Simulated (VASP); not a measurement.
# CaIrN2 (R-3m) in VASP: settings compared

Aim: see how the results for CaIrN2 move with the level of theory and the settings. Levels: r2SCAN, r2SCAN+U. Tasks: single point.

Everything below comes from runs of VASP 6.6.1. Logs are shortened: lines on timing, memory, paths and dates and some standing lists are left out, and cuts for length are marked.

## 1. The cell of the first run

The structure is trigonal, space group R-3m (No. 166). The conventional cell has a = 3.265 Å, b = 3.265 Å, c = 14.967 Å, α = 90.00°, β = 90.00°, γ = 120.00°. Ir (site symmetry -3m) has 6 N at 2.12 Å within 2.8 Å. Within 3.3 Å of Ca (site symmetry -3m) lie 6 N at 2.43 Å and 6 Ir at 3.13 Å and 6 Ca at 3.26 Å. Within 2.8 Å of N (site symmetry 3m) lie 3 Ir at 2.12 Å and 3 Ca at 2.43 Å and 3 N at 2.70 Å.

## 2. Single point, r2SCAN

POSCAR

```
CaIrN2
1.0
    1.6323001398      0.9424089251      4.9888380266
   -1.6323001398      0.9424089251      4.9888380266
    0.0000000000     -1.8848178502      4.9888380266
Ir Ca N
1 1 2
Direct
    0.5000000000      0.5000000000      0.5000000000
    0.0000000000      0.0000000000      0.0000000000
    0.2313691504      0.2313691504      0.2313691504
    0.7686308496      0.7686308496      0.7686308496
```

INCAR.step1

```
SYSTEM = CaIrN2
ALGO = Normal
EDIFF = 1E-4
ENCUT = 520
GGA = PE
ISMEAR = -1
LASPH = .TRUE.
LCHARG = .FALSE.
LREAL = .FALSE.
LWAVE = .TRUE.
NBANDS = 22
NELM = 100
PREC = Accurate
SIGMA = 0.05
```

INCAR.step2

```
SYSTEM = CaIrN2
ALGO = Normal
EDIFF = 1E-7
ENCUT = 520
ISIF = 2
ISMEAR = -1
ISTART = 1
LASPH = .TRUE.
LCHARG = .TRUE.
LELF = .TRUE.
LMIXTAU = .TRUE.
LREAL = .FALSE.
LVHAR = .TRUE.
LWAVE = .FALSE.
METAGGA = R2SCAN
NBANDS = 22
NELM = 100
PREC = Accurate
SIGMA = 0.05
```

KPOINTS

```
k-points
0
G
  9 9 9
  0 0 0
```

Potentials or basis: VASP PAW PBE potentials, release 64 (Ir, Ca_sv, N).

Run with:

```console
$ cat potpaw_PBE.64/Ir/POTCAR potpaw_PBE.64/Ca_sv/POTCAR potpaw_PBE.64/N/POTCAR > POTCAR
$ cp INCAR.step1 INCAR
$ mpirun -np 1 vasp_std > vasp.out
$ cp INCAR.step2 INCAR
$ mpirun -np 1 vasp_std > vasp.out
```

OUTCAR:

```text
SYSTEM = CaIrN2
   EDIFF = 1E-7
   ENCUT = 520
   ISIF = 2
   ISMEAR = -1
   ISTART = 1
   LASPH = .TRUE.
   LREAL = .FALSE.
   METAGGA = R2SCAN
   NELM = 100
   PREC = Accurate

 ion  position               nearest neighbor table
   1  0.500  0.500  0.500-   3 2.12   4 2.12   3 2.12   3 2.12   4 2.12   4 2.12   2 3.13   2 3.13
                             2 3.13   2 3.13   2 3.13   2 3.13
   2  0.000  0.000  0.000-   4 2.43   3 2.43   4 2.43   4 2.43   3 2.43   3 2.43   1 3.13   1 3.13
                             1 3.13   1 3.13   1 3.13   1 3.13
   3  0.231  0.231  0.231-   1 2.12   1 2.12   1 2.12   2 2.43   2 2.43   2 2.43
   4  0.769  0.769  0.769-   1 2.12   1 2.12   1 2.12   2 2.43   2 2.43   2 2.43

  LATTYP: Found a trigonal (rhomboedric) cell.
 ALAT       =     5.3330144556
 COS(alpha) =     0.8126367075

  Lattice vectors:

 A1 = (   1.6323001398,   0.9424089251,   4.9888380266)
 A2 = (  -1.6323001398,   0.9424089251,   4.9888380266)
 A3 = (   0.0000000000,  -1.8848178502,   4.9888380266)

Analysis of symmetry for initial positions (statically):
=====================================================================
 Subroutine PRICEL returns:
 Original cell was already a primitive cell.

 Routine SETGRP: Setting up the symmetry group for a
 trigonal (rhombohedral) supercell.

 Subroutine GETGRP returns: Found 12 space group operations
 (whereof 12 operations were pure point group operations)
 out of a pool of 12 trial point group operations.

The static configuration has the point symmetry D_3d.

Analysis of symmetry for dynamics (positions and initial velocities):
=====================================================================
 Subroutine PRICEL returns:
 Original cell was already a primitive cell.

 Routine SETGRP: Setting up the symmetry group for a
 trigonal (rhombohedral) supercell.

 Subroutine GETGRP returns: Found 12 space group operations
 (whereof 12 operations were pure point group operations)
 out of a pool of 12 trial point group operations.

The dynamic configuration has the point symmetry D_3d.

 Subroutine INISYM returns: Found 12 space group operations
 (whereof 12 operations are pure point group operations),
 and found     1 'primitive' translations

----------------------------------------------------------------------------------------

                                     Primitive cell

  volume of cell :      46.0458

  direct lattice vectors                    reciprocal lattice vectors
     1.632300140  0.942408925  4.988838027     0.306316215  0.176851749  0.066815826
[... 90 lines left out ...]
   EDIFF  = 0.1E-06   stopping-criterion for ELM
   LREAL  =      F    real-space projection
   EDIFFG = 0.1E-05   stopping-criterion for IOM
   NSW    =      0    number of steps for IOM
   IBRION =     -1    ionic relax: 0-MD 1-quasi-New 2-CG
   NFREE  =      0    steps in history (QN), initial steepest desc. (CG)
   ISIF   =      2    stress and relaxation
   ISYM   =      2    0-nonsym 1-usesym 2-fastsym
   POTIM  = 0.5000    time-step for ionic-motion
   TEBEG  =    0.0;   TEEND  =   0.0 temperature during run
   PSTRESS=    0.0 pullay stress
   NELECT =      29.0000    total number of electrons
   NUPDOWN=      -1.0000    fix difference up-down
   EMIN   =  10.00;   EMAX   =-10.00  energy-range for DOS
   EFERMI =   0.00;   METHOD = LEGACY
   ISMEAR =    -1;   SIGMA  =   0.05  broadening in eV -4-tet -1-fermi 0-gaus
   EFERMI_NEDOS =   21; number of points for ismear=-14 and -15
   IALGO  =     38    algorithm
   IMIX   =      4    mixing-type and parameters
     AMIX     =   0.40;   BMIX     =  1.00
     AMIX_MAG =   1.60;   BMIX_MAG =  1.00
  volume/ion in A,a.u.               =      11.51        77.68
  Fermi-wavevector in a.u.,A,eV,Ry     =   1.403279  2.651814 26.792497  1.969193
  Thomas-Fermi vector in A             =   2.525957
   LORBIT       =      0    0 simple, 1 ext, 2 COOP (PROOUT), +10 PAW based schemes
   METAGGA = R2SCAN    functional components
   LHFCALC =     F    Hartree Fock is set to
   AEXX    =    0.0000 exact exchange contribution
   IVDW    =     0    specifies the selected vdW correction
   LEPSILON=     F    determine dielectric tensor
   LRPA    =     F    only Hartree local field effects (RPA)
 non-spin polarized calculation
  energy-cutoff  :      520.00
  volume of cell :       46.05
 maximum number of plane-waves:      1256
   NGX = 19   NGY = 19   NGZ = 19

 number of electron      28.9999998 magnetization

 Free energy of the ion-electron system (eV)
  ---------------------------------------------------
  ext. energy  EPLUGINS =         0.00000000
  ---------------------------------------------------
  free energy    TOTEN  =       -79.12865409 eV

  energy without entropy =      -79.10668354  energy(sigma->0) =      -79.11766882

 E-fermi :   6.8192     XC(G=0): -13.0713

 val. band max:        6.8029943829   @ k =   0.4444   0.1111   0.0000
 cond. band min:       6.8239275763   @ k =  -0.2222   0.4444   0.2222
 fundamental gap:      0.0209331935
 Fermi energy:         6.8191785665

 k-point     1 :       0.0000    0.0000    0.0000
  band No.  band energies     occupation
      1     -34.2547      2.00000
      2     -14.7594      2.00000
      3     -14.1582      2.00000
      4     -14.1582      2.00000
      5     -10.2462      2.00000
      6      -6.9022      2.00000
[... 589 lines left out ...]
     21      14.6693      0.00000
     22      15.4707      0.00000

 [... further k-points ...]

------------------------ aborting loop because EDIFF is reached ----------------------------------------

  FORCE on cell =-STRESS in cart. coord.  units (eV):
  Direction    XX          YY          ZZ          XY          YZ          ZX
  --------------------------------------------------------------------------------------
  -------------------------------------------------------------------------------------
  Total        0.8080153      0.8080153      0.5729510      0.0000000      0.0000000     -0.0000000
  in kB       28.1151296     28.1151296     19.9359993      0.0000000      0.0000000     -0.0000000
  external PRESSURE =      25.3887528 kB  Pullay stress =       0.0000000 kB

 VOLUME and BASIS-vectors are now :
 -----------------------------------------------------------------------------
  energy-cutoff  :      520.00
  volume of cell :       46.05
      direct lattice vectors                 reciprocal lattice vectors
     1.632300140  0.942408925  4.988838027     0.306316215  0.176851749  0.066815826
    -1.632300140  0.942408925  4.988838027    -0.306316215  0.176851749  0.066815826
     0.000000000 -1.884817850  4.988838027     0.000000000 -0.353703498  0.066815826

 POSITION                                       TOTAL-FORCE (eV/Angst)
 -----------------------------------------------------------------------------------
      0.00000      0.00000      7.48326         0.000000     -0.000000     -0.000000
      0.00000      0.00000      0.00000        -0.000000     -0.000000     -0.000000
      0.00000      0.00000      3.46279         0.000000      0.000000      0.108045
      0.00000      0.00000     11.50372         0.000000     -0.000000     -0.108045
 -----------------------------------------------------------------------------------
    total drift:                                0.000000      0.000000     -0.000000

  FREE ENERGIE OF THE ION-ELECTRON SYSTEM (eV)
  ---------------------------------------------------
  free  energy   TOTEN  =       -79.1286540937 eV

  energy  without entropy=      -79.1066835410  energy(sigma->0) =      -79.11766882
```

OUTCAR.step1:

```text
SYSTEM = CaIrN2
   EDIFF = 1E-4
   ENCUT = 520
   GGA = PE
   ISMEAR = -1
   LASPH = .TRUE.
[... 830 lines left out ...]
      0.00000      0.00000      0.00000         0.000000      0.000000     -0.000000
      0.00000      0.00000      3.46279         0.000000      0.000000      0.040627
      0.00000      0.00000     11.50372         0.000000      0.000000     -0.040627
 -----------------------------------------------------------------------------------
    total drift:                                0.000000      0.000000     -0.000000

  FREE ENERGIE OF THE ION-ELECTRON SYSTEM (eV)
  ---------------------------------------------------
  free  energy   TOTEN  =       -28.3011755837 eV

  energy  without entropy=      -28.2781559300  energy(sigma->0) =      -28.28966576
```

Run time: 11 min. Hardware: 1 thread of Intel Xeon Platinum 8259CL at 2.50GHz (Skylake/Cascade Lake), shared host; peak memory 0.33 GiB.

Results:

```yaml
Free_energy: -79.1287 eV
Pressure: 2.5 GPa
Largest_force: 0.108 eV/Å
Band_gap_on_the_k_mesh: zero (an odd number of electrons rules out a gap without spin polarisation)
```

Forces in eV/Å, atoms in the order of the input:
```
Ir   0.000  0.000  0.000
Ca   0.000  0.000  0.000
N    0.000  0.000  0.108
N    0.000  0.000 -0.108
```

Stress tensor (GPa, compression positive):
```
2.81 0.00 0.00
0.00 2.81 0.00
0.00 0.00 1.99
```

Levels at points of the mesh, in eV from the Fermi level:
| k point | band 11 | band 12 | band 13 | band 14 | band 15 | band 16 | band 17 | band 18 | band 19 | band 20 |
| --- | --- | --- | --- | --- | --- | --- | --- | --- | --- | --- |
| (0.00, 0.00, 0.00) | -2.48 | -1.28 | -1.28 | -0.94 | -0.27 | 3.35 | 3.35 | 4.30 | 6.14 | 6.16 |

Caveat: the PAW data sets were made with another functional, which shifts forces and pressure a little; spin-orbit coupling is left out, which moves the levels of the heavy elements; an odd number of electrons without spin polarisation forces a metal; a magnetic or distorted state may lie lower.

(Part 1 of 2 ends here.)

The gap in the log of VASP goes by the Fermi energy; the results here count the filled bands.